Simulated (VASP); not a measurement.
Write the native input for VASP 6.6.1 that does the following.

* Task: single point
* Functional: PBE
* Potentials or basis: VASP PAW PBE potentials, release 64 (Zn, S)
* Cutoff: 520 eV
* k mesh: 8 × 8 × 3
* Occupations: gaussian, width 0.05 eV
* Spin: no spin polarisation
* Dipole correction: no
* Further INCAR settings: ALGO = Normal; EDIFF = 1e-07; NBANDS = 46

The structure of ZnS lies in POSCAR:

```
ZnS
1.0
   -3.8109987816      0.0000000000      0.0000000000
   -1.9054993908     -3.3004217586      0.0000000000
   -3.3344333839     -1.9251360118     12.4680000000
Zn S
4 4
Direct
   -0.0479990417     -0.0479990417      0.6537500000
    0.2436509583      0.2436509583      0.1537500000
    0.1395092917      0.1395092917      0.9037500000
    0.4311592917      0.4311592917      0.4037500000
   -0.1602842917     -0.1602842917      0.8462500000
    0.1313657083      0.1313657083      0.3462500000
    0.6105240417      0.6105240417      0.0962500000
    0.3188740417      0.3188740417      0.5962500000
```

These files were run (other wordings do the same):

INCAR

```
SYSTEM = ZnS
  ALGO = Normal
  EDIFF = 1E-7
  ENCUT = 520
  GGA = PE
  ISIF = 2
  ISMEAR = 0
  LASPH = .True.
  LCHARG = .True.
  LELF = .True.
  LREAL = .False.
  LVHAR = .True.
  LWAVE = .False.
  NBANDS = 46
  NELM = 100
  PREC = Accurate
  SIGMA = 0.05
```

KPOINTS

```
k-points
0
Gamma
  8 8 3
  0 0 0
```

Potentials or basis: VASP PAW PBE potentials, release 64 (Zn, S).

Run with:

```sh
$ cat potpaw_PBE.64/Zn/POTCAR potpaw_PBE.64/S/POTCAR > POTCAR
$ mpirun -np 1 vasp_std > vasp.out
```

It gave:

| Property | Result |
| --- | --- |
| Pressure | 2.4 GPa |
| Largest force | 0.502 eV/Å |
| Band gap on the k mesh | 1.36 eV, direct |

It took 14 min on 1 thread of Oxide Virtual Turin-like Processor, on a shared host, peak memory 0.43 GiB.
